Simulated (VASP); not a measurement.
Here is a VASP 6.6.1 calculation.

INCAR

```
  PREC = Accurate
  ENCUT = 520
  EDIFF = 1E-6
  ISMEAR = -1
  SIGMA = 0.1
  LREAL = F
  LASPH = T
  NELM = 60
  ALGO = Normal
  ISIF = 2
  LWAVE = F
  LCHARG = T
  GGA = PE
  LELF = T
  LVHAR = T
  NBANDS = 19
```

File KPOINTS:

```
regular mesh
0
Gamma
  10 10 10
```

Contents of POSCAR:

```
Zr
1.0
    0.0000000000      3.1018199467      3.1018199467
    3.1018199467      0.0000000000      3.1018199467
    3.1018199467      3.1018199467      0.0000000000
Zr
2
Direct
    0.1250000000      0.1250000000      0.1250000000
    0.8750000000      0.8750000000      0.8750000000
```

Potentials or basis: VASP PAW PBE potentials, release 64 (Zr_sv).

Run with:

```bash
$ cat potpaw_PBE.64/Zr_sv/POTCAR > POTCAR
$ mpirun -np 1 vasp_std > vasp.out
```

(1) What does it give for the pressure?

(2) Predict the band gap on the k mesh.

Results:

(1) 1.6 GPa.

(2) zero (band 12 reaches 5.97 eV, above the bottom of band 13 at 5.74 eV).
